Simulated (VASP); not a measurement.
# Ge3PtCl (I4mm) in VASP: single point with PBE

Aim: the single point of Ge3PtCl with PBE.

Program: VASP 6.6.1. These are calculated values, not measurements. Logs are shortened: lines on timing, memory, paths and dates and some standing lists are left out, and cuts for length are marked.

## (1) The cell of the first run

It takes space group I4mm (No. 107, tetragonal). The conventional cell has a = 4.433 Å, b = 4.433 Å, c = 9.940 Å, α = 90.00°, β = 90.00°, γ = 90.00°. Cl (site symmetry 4mm) has 13 Ge at 3.29 to 3.98 Å and 5 Pt at 3.46 to 3.50 Å and 4 Cl at 4.43 Å within 4.5 Å. Pt (site symmetry 4mm) has 5 Ge at 2.45 to 2.46 Å within 3.2 Å. Within 3.3 Å of Ge (site symmetry 4mm) lie 1 Pt at 2.46 Å and 4 Ge at 2.65 Å and 4 Cl at 3.29 Å. Ge (site symmetry 2mm) has 2 Pt at 2.45 Å and 6 Ge at 2.65 to 3.13 Å and 4 Cl at 3.30 to 3.36 Å within 3.4 Å.

## (2) Single point, PBE

POSCAR

```
Ge3PtCl
1.0
    0.0000000000      4.4325340000      0.0000000000
    4.4325340000      0.0000000000      0.0000000000
    2.2162670000      2.2162670000     -4.9700890000
Cl Pt Ge
1 1 3
Direct
    0.0000000000      0.0000000000      0.0000000000
    0.6479000000      0.6479000000      0.7042000000
    0.4004000000      0.4004000000      0.1992000000
    0.7537000000      0.2537000000      0.4926000000
    0.2537000000      0.7537000000      0.4926000000
```

INCAR.step1

```
SYSTEM = Ge3PtCl
  PREC = Accurate
  ENCUT = 520
  EDIFF = 1E-6
  ISMEAR = -1
  SIGMA = 0.0209
  LREAL = .False.
  LASPH = .True.
  NELM = 100
  ALGO = Normal
  ISIF = 2
  LWAVE = .False.
  LCHARG = .True.
  LMAXMIX = 4
  GGA = PE
  NBANDS = 38
```

KPOINTS.step1

```
Automatic mesh
0
Gamma
  8 8 8
  0 0 0
```

INCAR.step2

```
SYSTEM = Ge3PtCl
  PREC = Accurate
  ENCUT = 520
  EDIFF = 1E-6
  ISMEAR = -5
  SIGMA = 0.0209
  LREAL = .False.
  LASPH = .True.
  NELM = 100
  ALGO = Normal
  ISIF = 2
  LWAVE = .False.
  LCHARG = .False.
  LMAXMIX = 4
  GGA = PE
  LORBIT = 10
  NBANDS = 38
  NEDOS = 1001
  ICHARG = 11
```

KPOINTS.step2

```
Automatic mesh
0
Gamma
  12 12 12
  0 0 0
```

Potentials or basis: VASP PAW PBE potentials, release 64 (Cl, Pt, Ge_d).

Command:

```bash
> cat potpaw_PBE.64/Cl/POTCAR potpaw_PBE.64/Pt/POTCAR potpaw_PBE.64/Ge_d/POTCAR > POTCAR
> cp INCAR.step1 INCAR
> cp KPOINTS.step1 KPOINTS
> mpirun -np 1 vasp_std > vasp.out
> cp INCAR.step2 INCAR
> cp KPOINTS.step2 KPOINTS
> mpirun -np 1 vasp_std > vasp.out
```

OUTCAR:

```text
SYSTEM = Ge3PtCl
   PREC = Accurate
   ENCUT = 520
   EDIFF = 1E-6
   ISMEAR = -5
   LREAL = .False.
   LASPH = .True.
   NELM = 100
   ISIF = 2
   GGA = PE
   LORBIT = 10
   ICHARG = 11

 ion  position               nearest neighbor table
   1  0.000  0.000  0.000-
   2  0.648  0.648  0.704-   4 2.45   5 2.45   5 2.45   4 2.45   3 2.46
   3  0.400  0.400  0.199-   2 2.46   5 2.65   4 2.65   4 2.65   5 2.65
   4  0.754  0.254  0.493-   2 2.45   2 2.45   3 2.65   3 2.65
   5  0.254  0.754  0.493-   2 2.45   2 2.45   3 2.65   3 2.65

  LATTYP: Found a body centered tetragonal cell.
 ALAT       =     4.4325340000
 C/A-ratio  =     2.2425497469

  Lattice vectors:

 A1 = (  -2.2162670000,   2.2162670000,   4.9700890000)
 A2 = (   2.2162670000,  -2.2162670000,   4.9700890000)
 A3 = (   2.2162670000,   2.2162670000,  -4.9700890000)

Analysis of symmetry for initial positions (statically):
=====================================================================
 Subroutine PRICEL returns:
 Original cell was already a primitive cell.

 Routine SETGRP: Setting up the symmetry group for a
 body centered tetragonal supercell.

 Subroutine GETGRP returns: Found  8 space group operations
 (whereof  8 operations were pure point group operations)
 out of a pool of 16 trial point group operations.

The static configuration has the point symmetry C_4v.

Analysis of symmetry for dynamics (positions and initial velocities):
=====================================================================
 Subroutine PRICEL returns:
 Original cell was already a primitive cell.

 Routine SETGRP: Setting up the symmetry group for a
 body centered tetragonal supercell.

 Subroutine GETGRP returns: Found  8 space group operations
 (whereof  8 operations were pure point group operations)
 out of a pool of 16 trial point group operations.

The dynamic configuration has the point symmetry C_4v.

 Subroutine INISYM returns: Found  8 space group operations
 (whereof  8 operations are pure point group operations),
 and found     1 'primitive' translations

----------------------------------------------------------------------------------------

                                     Primitive cell

  volume of cell :      97.6491

  direct lattice vectors                    reciprocal lattice vectors
     0.000000000  4.432534000  0.000000000     0.000000000  0.225604586  0.100601820
[... 106 lines left out ...]
   NUPDOWN=      -1.0000    fix difference up-down
   EMIN   =  10.00;   EMAX   =-10.00  energy-range for DOS
   EFERMI =   0.00;   METHOD = LEGACY
   ISMEAR =    -5;   SIGMA  =   0.02  broadening in eV -4-tet -1-fermi 0-gaus
   EFERMI_NEDOS =   21; number of points for ismear=-14 and -15
   IALGO  =     38    algorithm
   IMIX   =      4    mixing-type and parameters
     AMIX     =   0.40;   BMIX     =  1.00
     AMIX_MAG =   1.60;   BMIX_MAG =  1.00
  volume/ion in A,a.u.               =      19.53       131.79
  Fermi-wavevector in a.u.,A,eV,Ry     =   1.384000  2.615381 26.061358  1.915456
  Thomas-Fermi vector in A             =   2.508545
   LORBIT       =     10    0 simple, 1 ext, 2 COOP (PROOUT), +10 PAW based schemes
   GGA     = PE    functional components
   LHFCALC =     F    Hartree Fock is set to
   AEXX    =    0.0000 exact exchange contribution
   IVDW    =     0    specifies the selected vdW correction
   LEPSILON=     F    determine dielectric tensor
   LRPA    =     F    only Hartree local field effects (RPA)
 non-spin polarized calculation
 Fermi weights with tetrahedron method with Bloechl corrections
  energy-cutoff  :      520.00
  volume of cell :       97.65
 maximum number of plane-waves:      2658
 NGX is ok and might be reduce to    36

 number of electron      58.9999996 magnetization

 Free energy of the ion-electron system (eV)
  ---------------------------------------------------
  ext. energy  EPLUGINS =         0.00000000
  ---------------------------------------------------
  free energy    TOTEN  =       -21.50902618 eV

  energy without entropy =      -21.50902618  energy(sigma->0) =      -21.50902618

 E-fermi :   5.9811     XC(G=0): -10.8439

 val. band max:        6.0454239586   @ k =  -0.1667  -0.1667   0.3333
 cond. band min:       5.9199386955   @ k =  -0.0833  -0.3333   0.2500
 fundamental gap:     -0.1254852631
 Fermi energy:         5.9811100100

 k-point     1 :       0.0000    0.0000    0.0000
  band No.  band energies     occupation
      1     -18.8112      2.00000
      2     -18.8101      2.00000
      3     -18.8022      2.00000
      4     -18.8022      2.00000
      5     -18.7809      2.00000
      6     -18.7722      2.00000
[... 973 lines left out ...]
     37      12.9478      0.00000
     38      14.4694      0.00000

 [... further k-points ...]

------------------------ aborting loop because EDIFF is reached ----------------------------------------

  FORCE on cell =-STRESS in cart. coord.  units (eV):
  Direction    XX          YY          ZZ          XY          YZ          ZX
  --------------------------------------------------------------------------------------
  -------------------------------------------------------------------------------------
  Total        3.9788100      3.9788100      4.0121340      0.0000000      0.0000000      0.0000000
  in kB       65.2823023     65.2823023     65.8290667      0.0000000      0.0000000      0.0000000
  external PRESSURE =      65.4645571 kB  Pullay stress =       0.0000000 kB

 VOLUME and BASIS-vectors are now :
 -----------------------------------------------------------------------------
  energy-cutoff  :      520.00
  volume of cell :       97.65
      direct lattice vectors                 reciprocal lattice vectors
     0.000000000  4.432534000  0.000000000     0.000000000  0.225604586  0.100601820
     4.432534000  0.000000000  0.000000000     0.225604586  0.000000000  0.100601820
     2.216267000  2.216267000 -4.970089000     0.000000000  0.000000000 -0.201203640

 POSITION                                       TOTAL-FORCE (eV/Angst)
 -----------------------------------------------------------------------------------
      0.00000      0.00000      0.00000        -0.000000     -0.000000      0.267774
      4.43253      4.43253     -3.49994        -0.000000     -0.000000     -1.196201
      2.21627      2.21627     -0.99004         0.000000      0.000000     -0.059948
      2.21627      4.43253     -2.44827         0.000000      0.000000      0.494187
      4.43253      2.21627     -2.44827         0.000000      0.000000      0.494187
 -----------------------------------------------------------------------------------
    total drift:                               -0.000143     -0.000143     -0.004494

  FREE ENERGIE OF THE ION-ELECTRON SYSTEM (eV)
  ---------------------------------------------------
  free  energy   TOTEN  =       -21.5090261801 eV

  energy  without entropy=      -21.5090261801  energy(sigma->0) =      -21.50902618

 total charge

# of ion       s       p       d       tot
------------------------------------------
    1        1.620   3.444   0.000   5.065
    2        0.787   0.501   8.237   9.525
    3        1.215   1.035  10.036  12.285
    4        1.223   0.997  10.059  12.279
    5        1.223   0.997  10.059  12.279
--------------------------------------------------
tot          6.069   6.974  38.391  51.434
```

OSZICAR.step1:

```text
N       E                     dE             d eps       ncg     rms          rms(c)
DAV:   1     0.621566772915E+03    0.62157E+03   -0.27486E+04  5630   0.382E+03
DAV:   2     0.895589850517E+02   -0.53201E+03   -0.51209E+03  4500   0.952E+02
DAV:   3    -0.150805073818E+02   -0.10464E+03   -0.10158E+03  4954   0.210E+02
DAV:   4    -0.219706616262E+02   -0.68902E+01   -0.68134E+01  5238   0.611E+01
DAV:   5    -0.221528118352E+02   -0.18215E+00   -0.18206E+00  4972   0.108E+01    0.105E+01
DAV:   6    -0.216768179840E+02    0.47599E+00   -0.45909E+00  5790   0.173E+01    0.654E+00
DAV:   7    -0.215265201901E+02    0.15030E+00   -0.96951E-01  4978   0.665E+00    0.328E+00
DAV:   8    -0.215092491726E+02    0.17271E-01   -0.10718E-01  5488   0.230E+00    0.102E+00
DAV:   9    -0.215050368430E+02    0.42123E-02   -0.23299E-02  5170   0.112E+00    0.177E-01
DAV:  10    -0.215052382420E+02   -0.20140E-03   -0.23350E-03  5136   0.410E-01    0.774E-02
DAV:  11    -0.215053198246E+02   -0.81583E-04   -0.20418E-04  5672   0.126E-01    0.272E-02
DAV:  12    -0.215053217011E+02   -0.18765E-05   -0.42682E-05  5906   0.860E-02    0.867E-03
DAV:  13    -0.215053232857E+02   -0.15845E-05   -0.35979E-06  4110   0.176E-02    0.257E-03
DAV:  14    -0.215053231717E+02    0.11394E-06   -0.49211E-07  3052   0.828E-03
   1 F= -.21505323E+02 E0= -.21503131E+02  d E =-.438481E-02
```

Wall time 3.5 min (1 thread of Intel Xeon 6975P-C (Granite Rapids), shared host); peak memory 0.61 GiB.

Results:

```
Valence electrons inside the program's atomic spheres : Cl 5.07; Pt 9.53; Ge 12.29, 12.28 (each value once)
```

Caveat: spin-orbit coupling is left out, which moves the levels of the heavy elements; an odd number of electrons without spin polarisation forces a metal; a magnetic or distorted state may lie lower; tetrahedron occupations give inexact forces and stress in metals.
